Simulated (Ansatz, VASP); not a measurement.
## Rb2Ir in VASP and in Ansatz

File INCAR:

```
SYSTEM = Rb2Ir
PREC = Accurate
ENCUT = 600
EDIFF = 1E-6
ISMEAR = 0
SIGMA = 0.1
LREAL = .FALSE.
LASPH = .TRUE.
NELM = 100
ALGO = Normal
ISIF = 3
LWAVE = .FALSE.
LCHARG = .FALSE.
GGA = PE
IBRION = 2
NSW = 90
EDIFFG = -0.04
```

KPOINTS

```
Automatic mesh
0
G
  4 4 4
  0 0 0
```

The input POSCAR:

```
Rb2Ir
1.0
    0.0000000000      3.6022127204      3.6022127204
    3.6022127204      0.0000000000      3.6022127204
    3.6022127204      3.6022127204      0.0000000000
Rb Ir
2 1
Direct
    0.2500000000      0.2500000000      0.2500000000
    0.7500000000      0.7500000000      0.7500000000
    0.0000000000      0.0000000000      0.0000000000
```

Input for Ansatz:

```yaml
crystal:
  lattice:
    - [0.0, 3.6022127204, 3.6022127204]
    - [3.6022127204, 0.0, 3.6022127204]
    - [3.6022127204, 3.6022127204, 0.0]
  atoms:
    - { symbol: Rb, position: [0.25, 0.25, 0.25] }
    - { symbol: Rb, position: [0.75, 0.75, 0.75] }
    - { symbol: Ir, position: [0.0, 0.0, 0.0] }
basis:
  ecutwfc: 420
kpoints:
  mp_grid: { grid: [4, 4, 4] }
hamiltonian:
  xc: pbe
scf:
  occupations: { method: gaussian, width: 0.1 }
  lower_state_search: "off"
output:
  forces: true
  stress: true
  eigenvalues: true
relax:
  adjacent_minimum: "off"
  f_tol: 0.04
  max_steps: 70
  cell: { stress_tol: 0.4 }
```

Alike in both runs: task relaxation of cell and atoms; functional PBE; k mesh 4 × 4 × 4; occupations gaussian, width 0.1 eV; no spin polarisation.

```csv
,VASP,Ansatz
version,VASP 6.6.1,Ansatz 0.2.0
potentials or method,"VASP PAW PBE potentials, release 64 (Rb_sv, Ir), cutoff 600 eV","scalar-relativistic, plane waves, PAW"
valence electrons in the cell,27,35
```

|  | VASP | Ansatz | Ansatz less VASP |
| --- | --- | --- | --- |
| gap on the k mesh at the Fermi level, each at its own relaxed structure (eV) | none | none | - |
| relaxed volume (Å³/atom) | 43.49 | 42.39 | -1.095 |
| relaxed cell length with the largest relative difference (Å) | 5.693 | 5.645 | -0.0482 |

A gap of «none» marks a metal or a gap that the smearing closes. VASP's potentials hold 27 valence electrons a cell and Ansatz's 35, so a difference there can come from the potentials and not from the codes.

The k mesh is coarse, so the values compare programs but aren't converged. Neither program's run includes spin-orbit coupling. Noted on VASP's run: the volume moved by over 15 % at a fixed basis, so the end points are rough.
